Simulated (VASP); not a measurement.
Si2BiTe2:

```
CELL_PARAMETERS angstrom
5.12563 0.00000 0.00000
-2.56281 4.43892 0.00000
0.00000 0.00000 5.95297
ATOMIC_POSITIONS crystal
Si 0.33333 0.66667 0.00000
Si 0.66667 0.33333 0.00000
Bi 0.00000 0.00000 0.00000
Te 0.33333 0.66667 0.50000
Te 0.66667 0.33333 0.50000
```

```yaml
Program: VASP 6.6.1
Task: relaxation of cell and atoms
Functional: PBE
Potentials_or_basis: VASP PAW PBE potentials, release 64 (Si, Bi_d, Te)
Cutoff: 600 eV
k_mesh: 6 × 6 × 4
Occupations: gaussian, width 0.1 eV
Spin: no spin polarisation
```

At the start: pressure 1.1 GPa; volume 27.09 Å³/atom.

Problem. How do energy, volume and symmetry change on relaxing?

Solution. Over 5 steps the energy falls by 25.0 meV/atom and the volume is 27.32 Å³/atom (+0.8 %); space group P6/mmm (No. 191, to 0.05 Å).

The path:
```csv
step,energy change (eV),largest force (eV/Å),pressure (GPa),volume (Å³)
1,0.0000,0.0000,1.06,135.44
2,-0.1001,0.0000,-0.82,138.89
3,-0.1059,0.0000,-1.24,139.99
4,-0.1247,0.0000,0.00,136.21
5,-0.1250,0.0000,-0.14,136.59
```

Final structure:
```
CELL_PARAMETERS angstrom
5.28036 0.00000 0.00000
-2.64018 4.57292 0.00000
0.00000 0.00000 5.65664
ATOMIC_POSITIONS crystal
Si 0.33333 0.66667 0.00000
Si 0.66667 0.33333 0.00000
Bi 0.00000 0.00000 0.00000
Te 0.33333 0.66667 0.50000
Te 0.66667 0.33333 0.50000
```
